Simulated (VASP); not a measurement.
Wanted: the native input for a VASP 6.6.1 run.

| Property | Result |
| --- | --- |
| Task | single point |
| Functional | PBE |
| Potentials or basis | VASP PAW PBE potentials, release 64 (Si, Sn_d, O) |
| Cutoff | 520 eV |
| k mesh | 2 × 2 × 3 |
| Occupations | gaussian, width 0.05 eV |
| Spin | no spin polarisation |
| Dipole correction | no |
| Further INCAR settings | LREAL = Auto; ALGO = Normal; EDIFF = 1e-06; NBANDS = 84 |

The structure of Si6SnO16 (a cell with a defect) lies in POSCAR:

```
Si6SnO16
1.0
   -4.1738000000     -4.1738000000      0.0000000000
    4.1738000000     -4.1738000000      0.0000000000
    0.0000000000      0.0000000000      5.3326000000
Si Sn O
6 1 16
Direct
    0.4953423739      0.5056696536      0.0134444736
    0.4941276535      0.5028103886      0.4995538762
    0.0025065887     -0.0091216637      0.0066303492
    0.4906029278      0.0033270641      0.2512584855
    0.0011682400     -0.0056409028      0.4902077786
    0.5133420384      0.0012590445      0.7513106177
   -0.0557874120      0.4886445206     -0.2316594157
    0.2253751977      0.5086724328     -0.0423033792
    0.0134950165      0.1850834971      0.2459657578
    0.7775377354      0.5170822751      0.0905181337
    0.0197612487      0.8052770856      0.2501869632
    0.2205689060      0.4960861805      0.5498407906
   -0.0054095788      0.1697674781      0.7500275663
    0.7790482294      0.4993951555      0.4357187863
   -0.0122649624      0.8131950501      0.7489772344
    0.6945203412     -0.0001159615      0.0129454675
    0.4629243136      0.7029485121      0.2574121442
    0.3105005031      0.0008987014     -0.0118253760
    0.4668201639      0.3041123197      0.2526234857
    0.6945207006      0.0017488859      0.4892030154
    0.5435170588      0.6972738272      0.7539663579
    0.3098387560      0.0038231348      0.5136708172
    0.5501909531      0.3099813120      0.7573433222
```

These files were run (other wordings do the same):

INCAR

```
PREC = Accurate
ENCUT = 520
EDIFF = 1E-6
ISMEAR = 0
SIGMA = 0.05
LREAL = Auto
LASPH = True
NELM = 80
ALGO = Normal
ISIF = 2
LWAVE = False
LCHARG = True
GGA = PE
LELF = True
LVHAR = True
NBANDS = 84
```

KPOINTS

```
regular mesh
0
Gamma
  2 2 3
```

Potentials or basis: VASP PAW PBE potentials, release 64 (Si, Sn_d, O).

The run is started by

```sh
$ cat potpaw_PBE.64/Si/POTCAR potpaw_PBE.64/Sn_d/POTCAR potpaw_PBE.64/O/POTCAR > POTCAR
$ mpirun -np 1 vasp_std > vasp.out
```

It gave:

| Property | Result |
| --- | --- |
| Pressure | 29.2 GPa |
| Largest force | 0.837 eV/Å |
| Band gap on the k mesh | zero (bands 67 and 68 overlap by 0.07 eV) |

Caveat: the k points lie up to 0.53 Å⁻¹ apart; spin-orbit coupling is left out, which moves the levels of the heavy elements.

It took 2.7 min on 1 thread of Intel(R) Xeon(R) 6975P-C (Granite Rapids), on a shared host, peak memory 0.32 GiB.
